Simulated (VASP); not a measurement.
# HfC (Fm-3m) in VASP: further runs

HfC is run at these levels: PBE; tasks: electric field gradients.

All numbers are computed with VASP 6.6.1; they aren't measurements. Logs are shortened: lines on timing, memory, paths and dates and some standing lists are left out, and cuts for length are marked.

### Step 1. The cell of the first run

Symmetry: Fm-3m, No. 225, cubic system. The conventional cell has a = 3.909 Å, b = 3.909 Å, c = 3.909 Å, α = 90.00°, β = 90.00°, γ = 90.00°. Hf (site symmetry m-3m) has 6 C at 1.95 Å within 2.6 Å. Within 2.6 Å of C (site symmetry m-3m) lie 6 Hf at 1.95 Å.

### Step 2. Electric field gradients, PBE (volume scaled by 0.6)

File INCAR:

```
SYSTEM = HfC
PREC     = Accurate       ! precision mode
ENCUT    = 520            ! plane-wave cutoff, eV
EDIFF    = 1E-8           ! SCF threshold, eV
ISMEAR   = -1             ! smearing method
SIGMA    = 0.05           ! smearing width, eV
LREAL    = .FALSE.        ! projectors in reciprocal space
LASPH    = .TRUE.         ! aspherical terms in the spheres
NELM     = 60             ! most SCF steps
ALGO     = Normal         ! electronic algorithm
ISIF     = 2              ! what is computed and relaxed
LWAVE    = .FALSE.        ! write WAVECAR
LCHARG   = .FALSE.        ! write CHGCAR
GGA      = PE             ! functional
LEFG     = .TRUE.       
NBANDS   = 14             ! bands
```

File KPOINTS:

```
Automatic mesh
0
G
  13 13 13
  0 0 0
```

File POSCAR:

```
HfC
1.0
    0.0000000000      1.9543505901      1.9543505901
    1.9543505901      0.0000000000      1.9543505901
    1.9543505901      1.9543505901      0.0000000000
Hf C
1 1
Direct
    0.0000000000      0.0000000000      0.0000000000
    0.5000000000      0.5000000000      0.5000000000
```

Potentials or basis: VASP PAW PBE potentials, release 64 (Hf_pv, C).

Run with:

```bash
$ cat potpaw_PBE.64/Hf_pv/POTCAR potpaw_PBE.64/C/POTCAR > POTCAR
$ mpirun -np 1 vasp_std > vasp.out
```

OUTCAR:

```text
SYSTEM = HfC
   PREC = Accurate
   ENCUT = 520
   EDIFF = 1E-8
   ISMEAR = -1
   LREAL = .FALSE.
   LASPH = .TRUE.
   NELM = 60
   ISIF = 2
   GGA = PE

 ion  position               nearest neighbor table
   1  0.000  0.000  0.000-   2 1.95   2 1.95   2 1.95   2 1.95   2 1.95   2 1.95
   2  0.500  0.500  0.500-   1 1.95   1 1.95   1 1.95   1 1.95   1 1.95   1 1.95

  LATTYP: Found a face centered cubic cell.
 ALAT       =     3.9087011802

  Lattice vectors:

 A1 = (   0.0000000000,   1.9543505901,   1.9543505901)
 A2 = (   1.9543505901,   0.0000000000,   1.9543505901)
 A3 = (   1.9543505901,   1.9543505901,   0.0000000000)

Analysis of symmetry for initial positions (statically):
=====================================================================
 Subroutine PRICEL returns:
 Original cell was already a primitive cell.

 Routine SETGRP: Setting up the symmetry group for a
 face centered cubic supercell.

 Subroutine GETGRP returns: Found 48 space group operations
 (whereof 48 operations were pure point group operations)
 out of a pool of 48 trial point group operations.

The static configuration has the point symmetry O_h .

Analysis of symmetry for dynamics (positions and initial velocities):
=====================================================================
 Subroutine PRICEL returns:
 Original cell was already a primitive cell.

 Routine SETGRP: Setting up the symmetry group for a
 face centered cubic supercell.

 Subroutine GETGRP returns: Found 48 space group operations
 (whereof 48 operations were pure point group operations)
 out of a pool of 48 trial point group operations.

The dynamic configuration has the point symmetry O_h .

 Subroutine INISYM returns: Found 48 space group operations
 (whereof 48 operations are pure point group operations),
 and found     1 'primitive' translations

----------------------------------------------------------------------------------------

                                     Primitive cell

  volume of cell :      14.9292

  direct lattice vectors                    reciprocal lattice vectors
     0.000000000  1.954350590  1.954350590    -0.255839460  0.255839460  0.255839460
     1.954350590  0.000000000  1.954350590     0.255839460 -0.255839460  0.255839460
     1.954350590  1.954350590  0.000000000     0.255839460  0.255839460 -0.255839460

  length of vectors
     2.763869110  2.763869110  2.763869110     0.443126944  0.443126944  0.443126944

  position of ions in fractional coordinates (direct lattice)
     0.000000000  0.000000000  0.000000000
     0.500000000  0.500000000  0.500000000

  ion indices of the primitive-cell ions
   primitive index   ion index
                 1           1
                 2           2

----------------------------------------------------------------------------------------

 KPOINTS: Automatic mesh

Automatic generation of k-mesh.
 Grid dimensions read from file:
 generate k-points for:   13   13   13

 Generating k-lattice:

  Cartesian coordinates                     Fractional coordinates (reciprocal lattice)
    -0.019679958  0.019679958  0.019679958     0.076923077  0.000000000  0.000000000
     0.019679958 -0.019679958  0.019679958     0.000000000  0.076923077  0.000000000
     0.019679958  0.019679958 -0.019679958     0.000000000  0.000000000  0.076923077

  Length of vectors
     0.034086688  0.034086688  0.034086688

  Shift w.r.t. Gamma in fractional coordinates (k-lattice)
     0.000000000  0.000000000  0.000000000

 Subroutine IBZKPT returns following result:
 ===========================================

 Found     84 irreducible k-points:

 Following reciprocal coordinates:
            Coordinates               Weight
  0.000000  0.000000  0.000000      1.000000
  0.076923  0.000000  0.000000      8.000000
  0.153846  0.000000  0.000000      8.000000
  0.230769  0.000000  0.000000      8.000000
  0.307692  0.000000  0.000000      8.000000
  0.384615  0.000000  0.000000      8.000000
[... 16 lines left out ...]
  0.384615  0.153846  0.000000     24.000000
  0.461538  0.153846  0.000000     24.000000
 [... further k-points ...]
   k-points           NKPTS =     84   k-points in BZ     NKDIM =     84   number of bands    NBANDS=     14
   number of dos      NEDOS =    301   number of ions     NIONS =      2
   total plane-waves  NPLWV =  13824
   dimension x,y,z NGX =    24 NGY =   24 NGZ =   24
   dimension x,y,z NGXF=    48 NGYF=   48 NGZF=   48
   ions per type =               1   1
   NGX,Y,Z   is equivalent  to a cutoff of  14.44, 14.44, 14.44 a.u.
   NGXF,Y,Z  is equivalent  to a cutoff of  28.87, 28.87, 28.87 a.u.
 SYSTEM =  HfC
   PREC   = accura    normal or accurate (medium, high low for compatibility)
   ISTART =      0    job   : 0-new  1-cont  2-samecut
   ICHARG =      2    charge: 1-file 2-atom 10-const
   ISPIN  =      1    spin polarized calculation?
   LNONCOLLINEAR =      F non collinear calculations
   LSORBIT =      F    spin-orbit coupling
   LASPH  =      T    aspherical Exc in radial PAW
   ENCUT  =  520.0 eV  38.22 Ry    6.18 a.u.   5.14  5.14  5.14*2*pi/ulx,y,z
   NELM   =     60;   NELMIN=  2; NELMDL= -5     # of ELM steps
   EDIFF  = 0.1E-07   stopping-criterion for ELM
   LREAL  =      F    real-space projection
   EDIFFG = 0.1E-06   stopping-criterion for IOM
   NSW    =      0    number of steps for IOM
   IBRION =     -1    ionic relax: 0-MD 1-quasi-New 2-CG
   NFREE  =      0    steps in history (QN), initial steepest desc. (CG)
   ISIF   =      2    stress and relaxation
   ISYM   =      2    0-nonsym 1-usesym 2-fastsym
   POTIM  = 0.5000    time-step for ionic-motion
   TEBEG  =    0.0;   TEEND  =   0.0 temperature during run
   PSTRESS=    0.0 pullay stress
   NELECT =      14.0000    total number of electrons
   NUPDOWN=      -1.0000    fix difference up-down
   EMIN   =  10.00;   EMAX   =-10.00  energy-range for DOS
   EFERMI =   0.00;   METHOD = LEGACY
   ISMEAR =    -1;   SIGMA  =   0.05  broadening in eV -4-tet -1-fermi 0-gaus
   EFERMI_NEDOS =   21; number of points for ismear=-14 and -15
   IALGO  =     38    algorithm
   IMIX   =      4    mixing-type and parameters
     AMIX     =   0.40;   BMIX     =  1.00
     AMIX_MAG =   1.60;   BMIX_MAG =  1.00
  volume/ion in A,a.u.               =       7.46        50.37
  Fermi-wavevector in a.u.,A,eV,Ry     =   1.602403  3.028102 34.935609  2.567695
  Thomas-Fermi vector in A             =   2.699229
   LORBIT       =      0    0 simple, 1 ext, 2 COOP (PROOUT), +10 PAW based schemes
   GGA     = PE    functional components
   LHFCALC =     F    Hartree Fock is set to
   AEXX    =    0.0000 exact exchange contribution
   IVDW    =     0    specifies the selected vdW correction
   LEPSILON=     F    determine dielectric tensor
   LRPA    =     F    only Hartree local field effects (RPA)
 non-spin polarized calculation
  energy-cutoff  :      520.00
  volume of cell :       14.93
 maximum number of plane-waves:       415
 NGX is ok and might be reduce to    24
   NGX = 11   NGY = 11   NGZ = 11

 number of electron      13.9999999 magnetization

 Free energy of the ion-electron system (eV)
  ---------------------------------------------------
  ext. energy  EPLUGINS =         0.00000000
  ---------------------------------------------------
  free energy    TOTEN  =       -13.89468850 eV

  energy without entropy =      -13.89293406  energy(sigma->0) =      -13.89381128

 E-fermi :  10.9701     XC(G=0): -15.0901

 val. band max:       10.9535822625   @ k =   0.2308   0.1538   0.0000
 cond. band min:      11.1445740000   @ k =   0.4615   0.3846   0.0000
 fundamental gap:      0.1909917375
 Fermi energy:        10.9701157586

 k-point     1 :       0.0000    0.0000    0.0000
  band No.  band energies     occupation
      1     -16.3862      2.00000
      2     -16.3862      2.00000
      3     -16.3862      2.00000
      4      -3.7934      2.00000
      5      11.8071      0.00000
      6      11.8071      0.00000
      7      11.8071      0.00000
      8      12.0897      0.00000
      9      12.0897      0.00000
     10      12.0897      0.00000
     11      15.7136      0.00000
     12      15.7136      0.00000
     13      23.2463      0.00000
     14      25.0301      0.00000
[... 377 lines left out ...]
      1     -19.7219      2.00000
      2     -17.1833      2.00000
      3     -16.9400      2.00000
      4       1.1679      2.00000
      5       3.9223      2.00000
      6       6.6675      2.00000
      7       7.4180      2.00000
      8      14.3640      0.00000
      9      20.0511      0.00000
     10      20.5801      0.00000
     11      23.7118      0.00000
     12      26.0987      0.00000
     13      27.3836      0.00000
     14      30.4508      0.00000

 [... further k-points ...]

------------------------ aborting loop because EDIFF is reached ----------------------------------------

  FORCE on cell =-STRESS in cart. coord.  units (eV):
  Direction    XX          YY          ZZ          XY          YZ          ZX
  --------------------------------------------------------------------------------------
  -------------------------------------------------------------------------------------
  Total       32.2176226     32.2176226     32.2176226     -0.0000000     -0.0000000      0.0000000
  in kB     3457.5355487   3457.5355487   3457.5355487     -0.0000000     -0.0000000      0.0000000
  external PRESSURE =    3457.5355487 kB  Pullay stress =       0.0000000 kB

 VOLUME and BASIS-vectors are now :
 -----------------------------------------------------------------------------
  energy-cutoff  :      520.00
  volume of cell :       14.93
      direct lattice vectors                 reciprocal lattice vectors
     0.000000000  1.954350590  1.954350590    -0.255839460  0.255839460  0.255839460
     1.954350590  0.000000000  1.954350590     0.255839460 -0.255839460  0.255839460
     1.954350590  1.954350590  0.000000000     0.255839460  0.255839460 -0.255839460

 POSITION                                       TOTAL-FORCE (eV/Angst)
 -----------------------------------------------------------------------------------
      0.00000      0.00000      0.00000         0.000000      0.000000      0.000000
      1.95435      1.95435      1.95435         0.000000     -0.000000     -0.000000
 -----------------------------------------------------------------------------------
    total drift:                                0.000000     -0.000000     -0.000000

  FREE ENERGIE OF THE ION-ELECTRON SYSTEM (eV)
  ---------------------------------------------------
  free  energy   TOTEN  =       -13.8946885001 eV

  energy  without entropy=      -13.8929340565  energy(sigma->0) =      -13.89381128

 Electric field gradients (V/A^2)
---------------------------------------------------------------------
 ion       V_xx      V_yy      V_zz      V_xy      V_xz      V_yz
---------------------------------------------------------------------
   1      -0.000    -0.000     0.000     0.000     0.000     0.000
   2      -0.000    -0.000     0.000     0.000     0.000     0.000
---------------------------------------------------------------------

 Electric field gradients after diagonalization (V/A^2)
 (convention: |V_zz| > |V_xx| > |V_yy|)
----------------------------------------------------------------------
 ion       V_xx      V_yy      V_zz     asymmetry (V_yy - V_xx)/ V_zz
----------------------------------------------------------------------
   1      -0.000    -0.000     0.000       0.000
   2      -0.000    -0.000     0.000       0.000
----------------------------------------------------------------------

           NMR quadrupolar parameters

 Cq : quadrupolar parameter    Cq=e*Q*V_zz/h
 eta: asymmetry parameters     (V_yy - V_xx)/ V_zz
 Q  : nuclear electric quadrupole moment in mb (millibarn)
----------------------------------------------------------------------
 ion       Cq(MHz)       eta       Q (mb)
----------------------------------------------------------------------
   1       0.000       0.000       1.000
   2       0.000       0.000       1.000
----------------------------------------------------------------------
```

Run time: 29 s. Hardware: 1 thread of Intel Xeon 8259CL, shared host; peak memory 0.15 GiB.

What came out:

```yaml
Free_energy: -13.8947 eV
Pressure: 345.8 GPa
Band_gap_on_the_k_mesh: zero (band 7 reaches 11.91 eV, above the bottom of band 8 at 10.38 eV)
```

Caveat: without QUAD_EFG the Cq values of the log hold for a quadrupole moment of 1 mb, not for the nuclei; spin-orbit coupling is left out, which moves the levels of the heavy elements.

(Part 1 of 3 ends here.)
